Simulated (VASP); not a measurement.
# Ti (P6_3/mmc) in VASP: further runs

Ti is run at these levels: r2SCAN; tasks: single point.

Everything below comes from runs of VASP 6.6.1. Logs are shortened: lines on timing, memory, paths and dates and some standing lists are left out, and cuts for length are marked.

## 1. The cell of the first run

It takes space group P6_3/mmc (No. 194, hexagonal). Conventional cell: a = 2.994 Å, b = 2.994 Å, c = 4.545 Å, α = 90.00°, β = 90.00°, γ = 120.00°. Ti (site symmetry -6m2) has 12 Ti at 2.86 to 2.99 Å within 3.8 Å.

## 2. Single point, r2SCAN (strain +0.015 along x and y, -0.030 along z)

POSCAR

```
Ti
1.0
    2.9942478283      0.0000000000      0.0000000000
   -1.4971239141      2.5930946845      0.0000000000
    0.0000000000      0.0000000000      4.5454200000
Ti
2
Direct
    0.3333333333      0.6666666667      0.2500000000
    0.6666666667      0.3333333333      0.7500000000
```

INCAR.step1

```
ALGO = Normal ; EDIFF = 1E-4
ENCUT = 520 ; GGA = PE
ISMEAR = 0 ; LASPH = T
LCHARG = F ; LREAL = F
LWAVE = T ; NBANDS = 19
NELM = 100 ; PREC = Accurate
SIGMA = 0.15
```

INCAR.step2

```
ALGO = Normal ; EDIFF = 1E-6
ENCUT = 520 ; ISIF = 2
ISMEAR = 0 ; ISTART = 1
LASPH = T ; LCHARG = F
LMIXTAU = T ; LREAL = F
LWAVE = F ; METAGGA = R2SCAN
NBANDS = 19 ; NELM = 100
PREC = Accurate ; SIGMA = 0.15
```

KPOINTS

```
k-points
0
Gamma
  18 18 10
```

Potentials or basis: VASP PAW PBE potentials, release 64 (Ti_sv).

Launch:

```bash
cat potpaw_PBE.64/Ti_sv/POTCAR > POTCAR
cp INCAR.step1 INCAR
mpirun -np 1 vasp_std > vasp.out
cp INCAR.step2 INCAR
mpirun -np 1 vasp_std > vasp.out
```

OUTCAR:

```text
EDIFF = 1E-6
   ENCUT = 520
   ISIF = 2
   ISMEAR = 0
   ISTART = 1
   LASPH = T
   LREAL = F
   METAGGA = R2SCAN
   NELM = 100
   PREC = Accurate

 ion  position               nearest neighbor table
   1  0.333  0.667  0.250-   2 2.86   2 2.86   2 2.86   2 2.86   2 2.86   2 2.86
   2  0.667  0.333  0.750-   1 2.86   1 2.86   1 2.86   1 2.86   1 2.86   1 2.86

  LATTYP: Found a hexagonal cell.
 ALAT       =     2.9942478283
 C/A-ratio  =     1.5180506961

  Lattice vectors:

 A1 = (   2.9942478283,   0.0000000000,   0.0000000000)
 A2 = (  -1.4971239141,   2.5930946845,   0.0000000000)
 A3 = (   0.0000000000,   0.0000000000,   4.5454200000)

Analysis of symmetry for initial positions (statically):
=====================================================================
 Subroutine PRICEL returns:
 Original cell was already a primitive cell.

 Routine SETGRP: Setting up the symmetry group for a
 hexagonal supercell.

 Subroutine GETGRP returns: Found 24 space group operations
 (whereof 12 operations were pure point group operations)
 out of a pool of 24 trial point group operations.

The static configuration has the point symmetry D_3d.
 The point group associated with its full space group is D_6h.

Analysis of symmetry for dynamics (positions and initial velocities):
=====================================================================
 Subroutine PRICEL returns:
 Original cell was already a primitive cell.

 Routine SETGRP: Setting up the symmetry group for a
 hexagonal supercell.

 Subroutine GETGRP returns: Found 24 space group operations
 (whereof 12 operations were pure point group operations)
 out of a pool of 24 trial point group operations.

The dynamic configuration has the point symmetry D_3d.
 The point group associated with its full space group is D_6h.

 Subroutine INISYM returns: Found 24 space group operations
 (whereof 12 operations are pure point group operations),
 and found     1 'primitive' translations

----------------------------------------------------------------------------------------

                                     Primitive cell

  volume of cell :      35.2923

  direct lattice vectors                    reciprocal lattice vectors
     2.994247828  0.000000000  0.000000000     0.333973691  0.192819801  0.000000000
    -1.497123914  2.593094685  0.000000000     0.000000000  0.385639601  0.000000000
     0.000000000  0.000000000  4.545420000     0.000000000  0.000000000  0.220001672

  length of vectors
     2.994247828  2.994247828  4.545420000     0.385639601  0.385639601  0.220001672

  position of ions in fractional coordinates (direct lattice)
     0.333333333  0.666666667  0.250000000
     0.666666667  0.333333333  0.750000000

  ion indices of the primitive-cell ions
   primitive index   ion index
                 1           1
                 2           2

----------------------------------------------------------------------------------------

 KPOINTS: k-points

Automatic generation of k-mesh.
 Grid dimensions read from file:
 generate k-points for:   18   18   10

 Generating k-lattice:

  Cartesian coordinates                     Fractional coordinates (reciprocal lattice)
     0.018554094  0.010712211  0.000000000     0.055555556 -0.000000000  0.000000000
     0.000000000  0.021424422  0.000000000     0.000000000  0.055555556  0.000000000
     0.000000000  0.000000000  0.022000167     0.000000000  0.000000000  0.100000000

  Length of vectors
     0.021424422  0.021424422  0.022000167

  Shift w.r.t. Gamma in fractional coordinates (k-lattice)
     0.000000000  0.000000000  0.000000000

 Subroutine IBZKPT returns following result:
 ===========================================

 Found    222 irreducible k-points:

 Following reciprocal coordinates:
            Coordinates               Weight
  0.000000  0.000000  0.000000      1.000000
  0.055556  0.000000  0.000000      6.000000
  0.111111  0.000000  0.000000      6.000000
  0.166667  0.000000  0.000000      6.000000
  0.222222  0.000000  0.000000      6.000000
  0.277778  0.000000  0.000000      6.000000
[... 16 lines left out ...]
  0.333333  0.111111  0.000000     12.000000
  0.388889  0.111111  0.000000     12.000000
 [... further k-points ...]
   k-points           NKPTS =    222   k-points in BZ     NKDIM =    222   number of bands    NBANDS=     19
   number of dos      NEDOS =    301   number of ions     NIONS =      2
   total plane-waves  NPLWV =  20736
   dimension x,y,z NGX =    24 NGY =   24 NGZ =   36
   dimension x,y,z NGXF=    48 NGYF=   48 NGZF=   72
   ions per type =               2
   NGX,Y,Z   is equivalent  to a cutoff of  13.33, 13.33, 13.17 a.u.
   NGXF,Y,Z  is equivalent  to a cutoff of  26.65, 26.65, 26.33 a.u.
 SYSTEM =  unknown system
   PREC   = accura    normal or accurate (medium, high low for compatibility)
   ISTART =      1    job   : 0-new  1-cont  2-samecut
   ICHARG =      0    charge: 1-file 2-atom 10-const
   ISPIN  =      1    spin polarized calculation?
   LNONCOLLINEAR =      F non collinear calculations
   LSORBIT =      F    spin-orbit coupling
   LASPH  =      T    aspherical Exc in radial PAW
   ENCUT  =  520.0 eV  38.22 Ry    6.18 a.u.   5.57  5.57  8.45*2*pi/ulx,y,z
   NELM   =    100;   NELMIN=  2; NELMDL=  0     # of ELM steps
   EDIFF  = 0.1E-05   stopping-criterion for ELM
   LREAL  =      F    real-space projection
   EDIFFG = 0.1E-04   stopping-criterion for IOM
   NSW    =      0    number of steps for IOM
   IBRION =     -1    ionic relax: 0-MD 1-quasi-New 2-CG
   NFREE  =      0    steps in history (QN), initial steepest desc. (CG)
   ISIF   =      2    stress and relaxation
   ISYM   =      2    0-nonsym 1-usesym 2-fastsym
   POTIM  = 0.5000    time-step for ionic-motion
   TEBEG  =    0.0;   TEEND  =   0.0 temperature during run
   PSTRESS=    0.0 pullay stress
   NELECT =      24.0000    total number of electrons
   NUPDOWN=      -1.0000    fix difference up-down
   EMIN   =  10.00;   EMAX   =-10.00  energy-range for DOS
   EFERMI =   0.00;   METHOD = LEGACY
   ISMEAR =     0;   SIGMA  =   0.15  broadening in eV -4-tet -1-fermi 0-gaus
   EFERMI_NEDOS =   21; number of points for ismear=-14 and -15
   IALGO  =     38    algorithm
   IMIX   =      4    mixing-type and parameters
     AMIX     =   0.40;   BMIX     =  1.00
     AMIX_MAG =   1.60;   BMIX_MAG =  1.00
  volume/ion in A,a.u.               =      17.65       119.08
  Fermi-wavevector in a.u.,A,eV,Ry     =   1.439633  2.720512 28.198671  2.072544
  Thomas-Fermi vector in A             =   2.558467
   LORBIT       =      0    0 simple, 1 ext, 2 COOP (PROOUT), +10 PAW based schemes
   METAGGA = R2SCAN    functional components
   LHFCALC =     F    Hartree Fock is set to
   AEXX    =    0.0000 exact exchange contribution
   IVDW    =     0    specifies the selected vdW correction
   LEPSILON=     F    determine dielectric tensor
   LRPA    =     F    only Hartree local field effects (RPA)
 non-spin polarized calculation
 Gauss-broadening in eV      SIGMA  =   0.15
  energy-cutoff  :      520.00
  volume of cell :       35.29
 maximum number of plane-waves:      1001
 NGX is ok and might be reduce to    24
   NGX = 11   NGY = 11   NGZ = 17

 number of electron      24.0000011 magnetization

 Free energy of the ion-electron system (eV)
  ---------------------------------------------------
  ext. energy  EPLUGINS =         0.00000000
  ---------------------------------------------------
  free energy    TOTEN  =       -25.89415726 eV

  energy without entropy =      -25.87439356  energy(sigma->0) =      -25.88427541

 E-fermi :   8.2472     XC(G=0): -12.3131

 val. band max:        8.2452958412   @ k =   0.3333   0.1667   0.4000
 cond. band min:       8.2532349518   @ k =   0.1667   0.0000   0.2000
 fundamental gap:      0.0079391107
 Fermi energy:         8.2471517561

 k-point     1 :       0.0000    0.0000    0.0000
  band No.  band energies     occupation
      1     -51.0514      2.00000
      2     -50.8953      2.00000
      3     -26.6269      2.00000
      4     -25.9847      2.00000
      5     -25.9847      2.00000
      6     -25.8707      2.00000
[... 11 lines left out ...]
     18       9.8125      0.00000
     19      11.5285      0.00000

 k-point     2 :       0.0556    0.0000    0.0000
  band No.  band energies     occupation
      1     -51.0486      2.00000
      2     -50.8945      2.00000
      3     -26.6201      2.00000
      4     -25.9967      2.00000
      5     -25.9892      2.00000
      6     -25.8764      2.00000
[... 11 lines left out ...]
     18       9.7614      0.00000
     19      11.5594      0.00000

 k-point     3 :       0.1111    0.0000    0.0000
  band No.  band energies     occupation
      1     -51.0403      2.00000
      2     -50.8925      2.00000
      3     -26.6000      2.00000
      4     -26.0316      2.00000
      5     -26.0018      2.00000
      6     -25.9129      2.00000
[... 11 lines left out ...]
     18       9.8301      0.00000
     19      11.6383      0.00000

 k-point     4 :       0.1667    0.0000    0.0000
  band No.  band energies     occupation
      1     -51.0274      2.00000
      2     -50.8897      2.00000
      3     -26.5679      2.00000
      4     -26.0856      2.00000
      5     -26.0207      2.00000
      6     -25.9678      2.00000
[... 11 lines left out ...]
     18      10.0722      0.00000
     19      11.7372      0.00000

 k-point     5 :       0.2222    0.0000    0.0000
  band No.  band energies     occupation
      1     -51.0109      2.00000
      2     -50.8868      2.00000
      3     -26.5257      2.00000
      4     -26.1524      2.00000
      5     -26.0430      2.00000
      6     -26.0334      2.00000
[... 11 lines left out ...]
     18      10.3851      0.00000
     19      11.8340      0.00000

 k-point     6 :       0.2778    0.0000    0.0000
  band No.  band energies     occupation
      1     -50.9924      2.00000
      2     -50.8847      2.00000
      3     -26.4763      2.00000
      4     -26.2244      2.00000
      5     -26.1012      2.00000
      6     -26.0661      2.00000
[... 11 lines left out ...]
     18      10.7423      0.00000
     19      11.9165      0.00000

 k-point     7 :       0.3333    0.0000    0.0000
  band No.  band energies     occupation
      1     -50.9737      2.00000
      2     -50.8840      2.00000
      3     -26.4233      2.00000
      4     -26.2926      2.00000
      5     -26.1633      2.00000
      6     -26.0873      2.00000
[... 11 lines left out ...]
     18      11.1117      0.00000
     19      11.9799      0.00000

 k-point     8 :       0.3889   -0.0000    0.0000
  band No.  band energies     occupation
      1     -50.9568      2.00000
      2     -50.8850      2.00000
      3     -26.3721      2.00000
      4     -26.3485      2.00000
      5     -26.2129      2.00000
      6     -26.1042      2.00000
[... 256 lines left out ...]
 k-point    20 :       0.1667    0.1111    0.0000
  band No.  band energies     occupation
      1     -51.0043      2.00000
      2     -50.8859      2.00000
      3     -26.5083      2.00000
      4     -26.1543      2.00000
      5     -26.1121      2.00000
      6     -26.0070      2.00000
[... 11 lines left out ...]
     18      10.6724      0.00000
     19      11.8288      0.00000

 k-point    21 :       0.2222    0.1111    0.0000
  band No.  band energies     occupation
      1     -50.9865      2.00000
      2     -50.8842      2.00000
      3     -26.4600      2.00000
      4     -26.2200      2.00000
      5     -26.1552      2.00000
      6     -26.0460      2.00000
[... 11 lines left out ...]
     18      11.0756      0.00000
     19      11.8905      0.00000

 k-point    22 :       0.2778    0.1111    0.0000
  band No.  band energies     occupation
      1     -50.9685      2.00000
      2     -50.8840      2.00000
      3     -26.4080      2.00000
      4     -26.2846      2.00000
      5     -26.1913      2.00000
      6     -26.0838      2.00000
[... 11 lines left out ...]
     18      11.5134      0.00000
     19      11.9399      0.00000

 k-point    23 :       0.3333    0.1111    0.0000
  band No.  band energies     occupation
      1     -50.9520      2.00000
      2     -50.8856      2.00000
      3     -26.3572      2.00000
      4     -26.3377      2.00000
      5     -26.2195      2.00000
      6     -26.1150      2.00000
[... 11 lines left out ...]
     18      11.9719      0.00000
     19      11.9747      0.00000

 k-point    24 :       0.3889    0.1111    0.0000
  band No.  band energies     occupation
      1     -50.9395      2.00000
      2     -50.8883      2.00000
      3     -26.3723      2.00000
      4     -26.3159      2.00000
      5     -26.2376      2.00000
      6     -26.1354      2.00000
[... 11 lines left out ...]
     18      11.9950      0.00000
     19      12.4376      0.00000

 [... further k-points ...]

------------------------ aborting loop because EDIFF is reached ----------------------------------------

  FORCE on cell =-STRESS in cart. coord.  units (eV):
  Direction    XX          YY          ZZ          XY          YZ          ZX
  --------------------------------------------------------------------------------------
  -------------------------------------------------------------------------------------
  Total       -0.7519727     -0.7519727      0.2876233     -0.0000000     -0.0000000      0.0000000
  in kB      -34.1375649    -34.1375649     13.0573340     -0.0000000     -0.0000000      0.0000000
  external PRESSURE =     -18.4059319 kB  Pullay stress =       0.0000000 kB

 VOLUME and BASIS-vectors are now :
 -----------------------------------------------------------------------------
  energy-cutoff  :      520.00
  volume of cell :       35.29
      direct lattice vectors                 reciprocal lattice vectors
     2.994247828  0.000000000  0.000000000     0.333973691  0.192819801  0.000000000
    -1.497123914  2.593094685  0.000000000     0.000000000  0.385639601  0.000000000
     0.000000000  0.000000000  4.545420000     0.000000000  0.000000000  0.220001672

 POSITION                                       TOTAL-FORCE (eV/Angst)
 -----------------------------------------------------------------------------------
     -0.00000      1.72873      1.13636         0.000000      0.000000      0.000000
      1.49712      0.86436      3.40907        -0.000000     -0.000000      0.000000
 -----------------------------------------------------------------------------------
    total drift:                               -0.000000      0.000000     -0.000000

  FREE ENERGIE OF THE ION-ELECTRON SYSTEM (eV)
  ---------------------------------------------------
  free  energy   TOTEN  =       -25.8941572594 eV

  energy  without entropy=      -25.8743935640  energy(sigma->0) =      -25.88427541
```

It took 5.8 min on 1 thread of Intel Xeon Platinum 8259CL at 2.50GHz (Skylake/Cascade Lake), shared host; peak memory 0.25 GiB.

What came out:

```yaml
Free_energy: -25.8942 eV
Pressure: -1.8 GPa
Band_gap_on_the_k_mesh: zero (bands 12 and 13 overlap by 1.16 eV)
```

Caveat: the cell differs from its parent crystal (strain +0.015 along x and y, -0.030 along z); the PAW data sets were made with another functional, which shifts forces and pressure a little.

[end of part 1 of 2]
